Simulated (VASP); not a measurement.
Wanted: the native input for a VASP 6.6.1 run.

```yaml
Task: single point
Functional: LDA
Potentials_or_basis: VASP PAW LDA potentials, release 64 (Si, Mo_sv)
Cutoff: 520 eV
k_mesh: 10 × 10 × 10
Occupations: gaussian, width 0.05 eV
Spin: no spin polarisation
Dipole_correction: no
Further_INCAR_settings: ALGO = Normal; EDIFF = 1e-07; NBANDS = 18
```

The structure of Si2Mo lies in POSCAR:

```
Si2Mo
1.0
   -1.5807093074      1.5807093074      3.8753650194
    1.5807093074     -1.5807093074      3.8753650194
    1.5807093074      1.5807093074     -3.8753650194
Si Mo
2 1
Direct
    0.3354788425      0.3354788425      0.0000000000
    0.6645211575      0.6645211575      0.0000000000
    0.0000000000      0.0000000000      0.0000000000
```

These files were run (other wordings do the same):

INCAR

```
SYSTEM = Si2Mo
ALGO     = Normal         ! electronic algorithm
EDIFF    = 1E-7           ! SCF threshold, eV
ENCUT    = 520            ! plane-wave cutoff, eV
GGA      = CA             ! functional
ISIF     = 2              ! what is computed and relaxed
ISMEAR   = 0              ! smearing method
LASPH    = .TRUE.         ! aspherical terms in the spheres
LCHARG   = .TRUE.         ! write CHGCAR
LELF     = .TRUE.         ! ELF
LREAL    = .FALSE.        ! projectors in reciprocal space
LVHAR    = .TRUE.       
LWAVE    = .FALSE.        ! write WAVECAR
NBANDS   = 18             ! bands
NELM     = 80             ! most SCF steps
PREC     = Accurate       ! precision mode
SIGMA    = 0.05           ! smearing width, eV
```

KPOINTS

```
k-points
0
G
  10 10 10
  0 0 0
```

Potentials or basis: VASP PAW LDA potentials, release 64 (Si, Mo_sv).

The run is started by

```sh
$ cat potpaw_LDA.64/Si/POTCAR potpaw_LDA.64/Mo_sv/POTCAR > POTCAR
$ mpirun -np 1 vasp_std > vasp.out
```

Results of the run:

The pressure is 3.4 GPa. The largest force is 0.044 eV/Å. The band gap on the k mesh is zero (bands 11 and 12 overlap by 0.93 eV).

Caveat: the cell stands under pressure.

Wall time 2.2 min on 1 thread of Intel Xeon 8259CL, with other jobs on the host, peak memory 0.21 GiB.
